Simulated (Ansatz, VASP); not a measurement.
## Two plane-wave programs on PbSe

INCAR

```
SYSTEM = PbSe
ALGO     = Normal         ! electronic algorithm
EDIFF    = 1E-6           ! SCF threshold, eV
ENCUT    = 520            ! plane-wave cutoff, eV
GGA      = PE             ! functional
ISIF     = 2              ! what is computed and relaxed
ISMEAR   = -1             ! smearing method
LASPH    = .TRUE.         ! aspherical terms in the spheres
LCHARG   = .FALSE.        ! write CHGCAR
LREAL    = .FALSE.        ! projectors in reciprocal space
LWAVE    = .FALSE.        ! write WAVECAR
NBANDS   = 28             ! bands
NELM     = 60             ! most SCF steps
PREC     = Accurate       ! precision mode
SIGMA    = 0.02           ! smearing width, eV
```

KPOINTS

```
k-points
0
G
  6 6 4
  0 0 0
```

Contents of POSCAR:

```
PbSe
1.0
    4.9671785711      0.0000000000      0.0000000000
   -2.4835892856      4.3017028277      0.0000000000
    0.0000000000      0.0000000000      5.9661839649
Pb Se
2 2
Direct
    0.3333333333      0.6666666667     -0.0625296050
    0.6666666667      0.3333333333      0.4374703950
    0.3333333333      0.6666666667      0.4375296050
    0.6666666667      0.3333333333      0.9375296050
```

Input for Ansatz:

```yaml
crystal:
  lattice:
    - [4.9671785711, 0.0, 0.0]
    - [-2.4835892856, 4.3017028277, 0.0]
    - [0.0, 0.0, 5.9661839649]
  atoms:
    - { symbol: Pb, position: [0.3333333333, 0.6666666667, -0.062529605] }
    - { symbol: Pb, position: [0.6666666667, 0.3333333333, 0.437470395] }
    - { symbol: Se, position: [0.3333333333, 0.6666666667, 0.437529605] }
    - { symbol: Se, position: [0.6666666667, 0.3333333333, 0.937529605] }
kpoints:
  mp_grid: { grid: [6, 6, 4] }
  band_path:
    path:
      - [0.0, 0.0, 0.0]
      - [0.5, 0.0, 0.0]
      - [0.3333333333, 0.3333333333, 0.0]
      - [0.0, 0.0, 0.5]
      - [0.5, 0.0, 0.5]
      - [0.3333333333, 0.3333333333, 0.5]
    npoints: 1
hamiltonian:
  xc: pbe
scf:
  occupations: { method: fermi_dirac, width: 0.02 }
  n_extra_bands: 5
output:
  forces: true
  stress: true
  eigenvalues: true
  write_density: true
  write_potential: true
  elf: true
  volumetric_format: npy
```

Change from the starting cell: hydrostatic strain -4.0%.

Alike in both runs: task single point; functional PBE; k mesh 6 × 6 × 4; occupations fermi-dirac, width 0.02 eV; no spin polarisation.

|  | VASP | Ansatz |
| --- | --- | --- |
| version | VASP 6.6.1 | Ansatz 0.2.0 |
| potentials or method | VASP PAW PBE potentials, release 64 (Pb_d, Se) | plane waves, PAW |
| plane-wave cutoff (eV) | 520 | 420 |
| valence electrons in the cell | 40 | 60 |

|  | VASP | Ansatz | Ansatz less VASP |
| --- | --- | --- | --- |
| gap on the k mesh at the Fermi level (eV) | 0.95 | 0.95 | -0.003 |
| pressure (GPa) | 7.0 | 7.0 | 0.00 |
| traceless stress, the component that is largest in VASP (GPa) | 0.47 | 0.47 | 0.000 |

VASP's potentials hold 40 valence electrons a cell and Ansatz's 60, so a difference there can come from the potentials and not from the codes.

Spin-orbit coupling is off throughout.
